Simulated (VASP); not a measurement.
A run of VASP 6.6.1:

The input POSCAR:

```
SnO
1.0
    3.9043960000     -0.0302500000     -0.0083740000
   -0.0302500000      3.8767070000      0.0189410000
   -0.0106510000      0.0240920000      4.8870280000
Sn O
2 2
Direct
    0.9975030000      0.5106940000      0.2371820000
    0.5134940000      0.0075950000      0.7618720000
    0.9765970000      0.0105940000      0.9922990000
    0.5143950000      0.4674510000      0.0111110000
```

Contents of INCAR.step1:

```
ALGO     = Normal         # electronic algorithm
EDIFF    = 1E-7           # SCF threshold, eV
ENCUT    = 520            # plane-wave cutoff, eV
GGA      = RE             # functional
ISIF     = 2              # what is computed and relaxed
ISMEAR   = -1             # smearing method
LASPH    = T              # aspherical terms in the spheres
LCHARG   = T              # write CHGCAR
LREAL    = F              # projectors in reciprocal space
LWAVE    = F              # write WAVECAR
NBANDS   = 28             # bands
NELM     = 60             # most SCF steps
PREC     = Accurate       # precision mode
SIGMA    = 0.0733         # smearing width, eV
```

The input KPOINTS.step1:

```
Automatic mesh
0
Gamma
  5 5 4
  0 0.5 0.5
```

INCAR.step2

```
ALGO     = Normal         # electronic algorithm
EDIFF    = 1E-7           # SCF threshold, eV
ENCUT    = 520            # plane-wave cutoff, eV
GGA      = RE             # functional
ICHARG   = 11             # starting density
ISIF     = 2              # what is computed and relaxed
ISMEAR   = -5             # smearing method
LASPH    = T              # aspherical terms in the spheres
LCHARG   = F              # write CHGCAR
LORBIT   = 11             # projections on sites
LREAL    = F              # projectors in reciprocal space
LWAVE    = F              # write WAVECAR
NBANDS   = 28             # bands
NEDOS    = 2001           # points of the DOS
NELM     = 60             # most SCF steps
PREC     = Accurate       # precision mode
SIGMA    = 0.0733         # smearing width, eV
```

The input KPOINTS.step2:

```
k-points
0
Gamma
  8 8 6
```

Potentials or basis: VASP PAW PBE potentials, release 64 (Sn_d, O).

Command:

```bash
$ cat potpaw_PBE.64/Sn_d/POTCAR potpaw_PBE.64/O/POTCAR > POTCAR
$ cp INCAR.step1 INCAR
$ cp KPOINTS.step1 KPOINTS
$ mpirun -np 1 vasp_std > vasp.out
$ cp INCAR.step2 INCAR
$ cp KPOINTS.step2 KPOINTS
$ mpirun -np 1 vasp_std > vasp.out
```

Hardware: 1 thread of AMD EPYC 7R43 64-Core Processor (Zen 3), on a shared host.

Q: Estimate the wall time of this run.

A: Run time: 7 min on 1 thread of AMD EPYC 7R43 64-Core Processor (Zen 3) (shared host), peak memory 0.38 GiB. Counts: k points 196.
